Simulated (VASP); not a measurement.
# ZrC (Fm-3m) in VASP: further runs, part 4 of 4

VASP 6.6.1. Earlier steps stand in the parts before.

### Step 7. Electric field gradients, PBEsol (volume scaled by 0.97)

INCAR reads:

```
SYSTEM = ZrC
ALGO = Normal
EDIFF = 1E-8
ENCUT = 520
GGA = PS
ISIF = 2
ISMEAR = -1
LASPH = .True.
LCHARG = .False.
LEFG = .True.
LREAL = .False.
LWAVE = .False.
NBANDS = 15
NELM = 60
PREC = Accurate
SIGMA = 0.05
```

KPOINTS reads:

```
k-points
0
Gamma
  15 15 15
  0 0 0
```

POSCAR reads:

```
ZrC
1.0
    0.0000000000      2.3264688819      2.3264688819
    2.3264688819      0.0000000000      2.3264688819
    2.3264688819      2.3264688819      0.0000000000
Zr C
1 1
Direct
    0.5000000000      0.5000000000      0.5000000000
    0.0000000000      0.0000000000      0.0000000000
```

Potentials or basis: VASP PAW PBE potentials, release 64 (Zr_sv, C).

The run is started by

```sh
cat potpaw_PBE.64/Zr_sv/POTCAR potpaw_PBE.64/C/POTCAR > POTCAR
mpirun -np 1 vasp_std > vasp.out
```

OUTCAR:

```text
SYSTEM = ZrC
   EDIFF = 1E-8
   ENCUT = 520
   GGA = PS
   ISIF = 2
   ISMEAR = -1
   LASPH = .True.
   LREAL = .False.
   NELM = 60
   PREC = Accurate

 ion  position               nearest neighbor table
   1  0.500  0.500  0.500-   2 2.33   2 2.33   2 2.33   2 2.33   2 2.33   2 2.33
   2  0.000  0.000  0.000-   1 2.33   1 2.33   1 2.33   1 2.33   1 2.33   1 2.33

  LATTYP: Found a face centered cubic cell.
 ALAT       =     4.6529377638

  Lattice vectors:

 A1 = (   0.0000000000,   2.3264688819,   2.3264688819)
 A2 = (   2.3264688819,   0.0000000000,   2.3264688819)
 A3 = (   2.3264688819,   2.3264688819,   0.0000000000)

Analysis of symmetry for initial positions (statically):
=====================================================================
 Subroutine PRICEL returns:
 Original cell was already a primitive cell.

 Routine SETGRP: Setting up the symmetry group for a
 face centered cubic supercell.

[... 620 lines left out ...]
      direct lattice vectors                 reciprocal lattice vectors
     0.000000000  2.326468882  2.326468882    -0.214917983  0.214917983  0.214917983
     2.326468882  0.000000000  2.326468882     0.214917983 -0.214917983  0.214917983
     2.326468882  2.326468882  0.000000000     0.214917983  0.214917983 -0.214917983

 POSITION                                       TOTAL-FORCE (eV/Angst)
 -----------------------------------------------------------------------------------
      2.32647      2.32647      2.32647         0.000000      0.000000      0.000000
      0.00000      0.00000      0.00000        -0.000000     -0.000000     -0.000000
 -----------------------------------------------------------------------------------
    total drift:                                0.000000     -0.000000      0.000000

  FREE ENERGIE OF THE ION-ELECTRON SYSTEM (eV)
  ---------------------------------------------------
  free  energy   TOTEN  =       -20.5714089719 eV

  energy  without entropy=      -20.5689957919  energy(sigma->0) =      -20.57020238

 Electric field gradients (V/A^2)
---------------------------------------------------------------------
 ion       V_xx      V_yy      V_zz      V_xy      V_xz      V_yz
---------------------------------------------------------------------
   1      -0.000     0.000    -0.000    -0.000    -0.000    -0.000
   2       0.000    -0.000    -0.000     0.000     0.000     0.000
---------------------------------------------------------------------

 Electric field gradients after diagonalization (V/A^2)
 (convention: |V_zz| > |V_xx| > |V_yy|)
----------------------------------------------------------------------
 ion       V_xx      V_yy      V_zz     asymmetry (V_yy - V_xx)/ V_zz
----------------------------------------------------------------------
   1       0.000     0.000    -0.000       0.000
   2      -0.000    -0.000     0.001       0.000
----------------------------------------------------------------------

           NMR quadrupolar parameters

 Cq : quadrupolar parameter    Cq=e*Q*V_zz/h
 eta: asymmetry parameters     (V_yy - V_xx)/ V_zz
 Q  : nuclear electric quadrupole moment in mb (millibarn)
----------------------------------------------------------------------
 ion       Cq(MHz)       eta       Q (mb)
----------------------------------------------------------------------
   1      -0.000       0.000       1.000
   2       0.000       0.000       1.000
----------------------------------------------------------------------
```

OSZICAR:

```text
N       E                     dE             d eps       ncg     rms          rms(c)
DAV:   1     0.100452035295E+03    0.10045E+03   -0.85937E+03  3600   0.108E+03
DAV:   2    -0.175850280696E+02   -0.11804E+03   -0.11019E+03  4517   0.290E+02
DAV:   3    -0.236205399706E+02   -0.60355E+01   -0.59951E+01  5893   0.552E+01
DAV:   4    -0.237641930430E+02   -0.14365E+00   -0.14360E+00  4429   0.596E+00
DAV:   5    -0.237654082016E+02   -0.12152E-02   -0.12151E-02  4686   0.532E-01    0.222E+01
DAV:   6    -0.206760025354E+02    0.30894E+01   -0.55228E+00  4283   0.218E+01    0.820E+00
DAV:   7    -0.205926924869E+02    0.83310E-01   -0.56400E-01  4172   0.550E+00    0.681E+00
DAV:   8    -0.205993838282E+02   -0.66913E-02   -0.28141E-01  4469   0.390E+00    0.441E+00
DAV:   9    -0.205718114266E+02    0.27572E-01   -0.49067E-02  3936   0.151E+00    0.618E-01
DAV:  10    -0.205714569441E+02    0.35448E-03   -0.46292E-03  4706   0.596E-01    0.214E-01
DAV:  11    -0.205714145601E+02    0.42384E-04   -0.27411E-04  3992   0.162E-01    0.452E-02
DAV:  12    -0.205714095052E+02    0.50549E-05   -0.54470E-06  4612   0.199E-02    0.605E-03
DAV:  13    -0.205714090436E+02    0.46159E-06   -0.97226E-07  4370   0.673E-03    0.264E-03
DAV:  14    -0.205714089716E+02    0.72023E-07   -0.56733E-08  4230   0.169E-03    0.370E-04
DAV:  15    -0.205714089719E+02   -0.28808E-09   -0.44606E-09  3241   0.546E-04
   1 F= -.20571409E+02 E0= -.20570202E+02  d E =-.241318E-02
```

Run time: 25 s. Hardware: 1 thread of Intel Xeon Platinum 8375C at 2.90GHz (Ice Lake), shared host; peak memory 0.17 GiB.

What came out:

| Quantity | Value |
| --- | --- |
| Free energy | -20.5714 eV |
| Pressure | 2.9 GPa |
| Band gap on the k mesh | zero (band 8 reaches 10.81 eV, above the bottom of band 9 at 9.48 eV) |

Caveat: without QUAD_EFG the Cq values of the log hold for a quadrupole moment of 1 mb, not for the nuclei; the PAW data sets were made with another functional, which shifts forces and pressure a little.

### Step 8. Overview

| cell | gap on the mesh (eV) | pressure (GPa) |
| --- | --- | --- |
| a = 3.357 Å, angles 60.0°, 2 atoms | none | -10.3 |
| a = 3.367 Å, angles 60.0°, 2 atoms | none | -12.1 |
| a = 3.256 Å, angles 60.0°, 2 atoms | none | 11.0 |
| a = 3.290 Å, angles 60.0°, 2 atoms | none | 2.9 |

Alike in all rows: task electric field gradients; level PBEsol; potentials or basis VASP PAW PBE potentials, release 64 (Zr_sv, C); no spin polarisation; k mesh 15 × 15 × 15; cutoff (eV) 520; smearing fermi-dirac 0.05 eV.

Caveats: the PAW data sets were made with another functional, which shifts forces and pressure a little.

Absolute energies hang on the potentials; compare differences alone.
